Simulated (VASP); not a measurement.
# ZrH3 (Pm-3m) in VASP: further runs, part 2 of 2

VASP 6.6.1. Earlier steps stand in the parts before.

## Step 3: Single point, r2SCAN

POSCAR

```
ZrH3
1.0
    3.1185425551      0.0000000000      0.0000000000
    0.0000000000      3.1185425551      0.0000000000
    0.0000000000      0.0000000000      3.1185425551
Zr H
1 3
Direct
    0.0000000000      0.0000000000      0.0000000000
    0.0000000000      0.5000000000      0.5000000000
    0.5000000000      0.0000000000      0.5000000000
    0.5000000000      0.5000000000      0.0000000000
```

INCAR.step1

```
SYSTEM = ZrH3
PREC = Accurate
ENCUT = 520
ISMEAR = -1
SIGMA = 0.1
LREAL = .False.
LASPH = .True.
NELM = 60
NBANDS = 16
GGA = PE
ALGO = Normal
EDIFF = 1E-4
LWAVE = .True.
LCHARG = .False.
```

INCAR.step2

```
SYSTEM = ZrH3
PREC = Accurate
ENCUT = 520
EDIFF = 1E-6
ISMEAR = -1
SIGMA = 0.1
LREAL = .False.
LASPH = .True.
NELM = 60
ALGO = Normal
ISIF = 2
LWAVE = .False.
LCHARG = .False.
METAGGA = R2SCAN
LMIXTAU = .True.
NBANDS = 16
ISTART = 1
```

KPOINTS

```
Automatic mesh
0
Gamma
  8 8 8
  0 0 0
```

Potentials or basis: VASP PAW PBE potentials, release 64 (Zr_sv, H).

The run is started by

```
> cat potpaw_PBE.64/Zr_sv/POTCAR potpaw_PBE.64/H/POTCAR > POTCAR
> cp INCAR.step1 INCAR
> mpirun -np 1 vasp_std > vasp.out
> cp INCAR.step2 INCAR
> mpirun -np 1 vasp_std > vasp.out
```

Run time: 49 s. Hardware: 1 thread of AMD EPYC 7R13 (Zen 3), shared host; peak memory 0.12 GiB.

The run converged. Its results:

```yaml
Free_energy: -34.4547 eV
Pressure: -1.1 GPa
```

Levels at points of the mesh, in eV from the Fermi level:
```
           k point  band 5  band 6  band 7  band 8  band 9  band 10
(0.00, 0.00, 0.00)  -10.67   -4.51   -4.51    4.09    4.09     4.09
(0.50, 0.00, 0.00)   -7.01   -6.72   -1.61   -0.23    1.18     1.18
(0.50, 0.50, 0.00)   -7.16   -3.79   -3.79   -1.65    1.81     1.81
(0.50, 0.50, 0.50)   -6.20   -6.20   -6.20    4.15    5.72     5.72
```

Caveat: the PAW data sets were made with another functional, which shifts forces and pressure a little.

## Step 4: Relaxation of cell and atoms, r2SCAN

This run uses another cell than the first one, of 7.64 Å³/atom, 1.007 times its volume.

POSCAR

```
ZrH3
1.0
    3.1260380000      0.0000000000      0.0000000000
    0.0000000000      3.1260380000      0.0000000000
    0.0000000000      0.0000000000      3.1260380000
Zr H
1 3
Direct
    0.0000000000      0.0000000000      0.0000000000
    0.0000000000      0.5000000000      0.5000000000
    0.5000000000      0.0000000000      0.5000000000
    0.5000000000      0.5000000000      0.0000000000
```

INCAR.step1

```
PREC = Accurate
ENCUT = 600
ISMEAR = -1
SIGMA = 0.1
LREAL = F
LASPH = T
NELM = 60
GGA = PE
ALGO = Normal
EDIFF = 1E-4
LWAVE = T
LCHARG = F
```

INCAR.step2

```
PREC = Accurate
ENCUT = 600
EDIFF = 1E-6
ISMEAR = -1
SIGMA = 0.1
LREAL = F
LASPH = T
NELM = 60
ALGO = Normal
ISIF = 3
LWAVE = F
LCHARG = F
METAGGA = R2SCAN
LMIXTAU = T
IBRION = 2
NSW = 60
EDIFFG = -0.02
ISTART = 1
```

KPOINTS

```
Automatic mesh
0
Gamma
  6 6 6
```

Potentials or basis: VASP PAW PBE potentials, release 64 (Zr_sv, H).

The run is started by

```
> cat potpaw_PBE.64/Zr_sv/POTCAR potpaw_PBE.64/H/POTCAR > POTCAR
> cp INCAR.step1 INCAR
> mpirun -np 1 vasp_std > vasp.out
> cp INCAR.step2 INCAR
> mpirun -np 1 vasp_std > vasp.out
```

OUTCAR:

```text
PREC = Accurate
   ENCUT = 600
   EDIFF = 1E-6
   ISMEAR = -1
   LREAL = F
   LASPH = T
   NELM = 60
   ISIF = 3
   METAGGA = R2SCAN
   IBRION = 2
   NSW = 60
   EDIFFG = -0.02
   ISTART = 1

 ion  position               nearest neighbor table
   1  0.000  0.000  0.000-   2 2.21   3 2.21   4 2.21   2 2.21   3 2.21   2 2.21   4 2.21   2 2.21
                             3 2.21   4 2.21   3 2.21   4 2.21
   2  0.000  0.500  0.500-   1 2.21   1 2.21   1 2.21   1 2.21
[... 525 lines left out ...]
  --------------------------------------------------------------------------------------
  -------------------------------------------------------------------------------------
  Total       -0.0135357     -0.0135357     -0.0135357     -0.0000000      0.0000000     -0.0000000
  in kB       -0.7147448     -0.7147448     -0.7147448     -0.0000000      0.0000000     -0.0000000
  external PRESSURE =      -0.7147448 kB  Pullay stress =       0.0000000 kB

 VOLUME and BASIS-vectors are now :
 -----------------------------------------------------------------------------
  energy-cutoff  :      600.00
  volume of cell :       30.34
      direct lattice vectors                 reciprocal lattice vectors
     3.118988885  0.000000000  0.000000000     0.320616724  0.000000000  0.000000000
    -0.000000000  3.118988885  0.000000000    -0.000000000  0.320616724  0.000000000
    -0.000000000 -0.000000000  3.118988885    -0.000000000 -0.000000000  0.320616724

 POSITION                                       TOTAL-FORCE (eV/Angst)
 -----------------------------------------------------------------------------------
      0.00000      0.00000      0.00000        -0.000000      0.000000      0.000000
     -0.00000      1.55949      1.55949         0.000000     -0.000000      0.000000
      1.55949      0.00000      1.55949        -0.000000     -0.000000      0.000000
      1.55949      1.55949      0.00000        -0.000000     -0.000000      0.000000
 -----------------------------------------------------------------------------------
    total drift:                               -0.000000     -0.000000     -0.000000

  FREE ENERGIE OF THE ION-ELECTRON SYSTEM (eV)
  ---------------------------------------------------
  free  energy   TOTEN  =       -34.4044269261 eV

  energy  without entropy=      -34.3489219211  energy(sigma->0) =      -34.37667442

 reached required accuracy - stopping structural energy minimisation
```

Run time: 65 s. Hardware: 1 thread of AMD EPYC 7R13 (Zen 3), shared host; peak memory 0.14 GiB.

What came out:

```
Free energy                            : -34.4044 eV
Relaxed volume                         : 7.59 Å³/atom
Relaxed cell                           : a = 3.119 Å, b = 3.119 Å, c = 3.119 Å, α = 90.00°, β = 90.00°, γ = 90.00°
Space group after relaxing (to 0.05 Å) : Pm-3m (No. 221)
Energy gained by relaxing              : 0.2 meV/atom
Ionic steps                            : 2
Pressure after relaxing                : -0.1 GPa
```

The path:
```
step  energy change (eV)  largest force (eV/Å)  pressure (GPa)  volume (Å³)
   1              0.0000                0.0000           -0.98        30.55
   2             -0.0007                0.0000           -0.07        30.34
```

Final structure:
```yaml
crystal:
  lattice:
    - [3.11899, 0.00000, 0.00000]
    - [0.00000, 3.11899, 0.00000]
    - [0.00000, 0.00000, 3.11899]
  atoms:
    - { symbol: Zr, position: [0.00000, 0.00000, 0.00000] }
    - { symbol: H, position: [0.00000, 0.50000, 0.50000] }
    - { symbol: H, position: [0.50000, 0.00000, 0.50000] }
    - { symbol: H, position: [0.50000, 0.50000, 0.00000] }
```

Caveat: the PAW data sets were made with another functional, which shifts forces and pressure a little.

## Step 5: The runs side by side

```csv
task,cell,k mesh,cutoff (eV),gap on the mesh (eV),pressure (GPa)
single point,"a = 3.119 Å, 4 atoms",6 × 6 × 6,520,none,-0.1
single point,"a = 3.119 Å, 4 atoms",8 × 8 × 8,520,none,-1.1
relaxation of cell and atoms,"relaxed from a = 3.126 Å, 4 atoms",6 × 6 × 6,600,none,-0.1
```

Alike in all rows: level r2SCAN; potentials or basis VASP PAW PBE potentials, release 64 (Zr_sv, H); no spin polarisation; smearing fermi-dirac 0.1 eV.

Caveats: the PAW data sets were made with another functional, which shifts forces and pressure a little.

Total energies depend on the potentials used, so only differences within one code and one set of settings carry meaning.
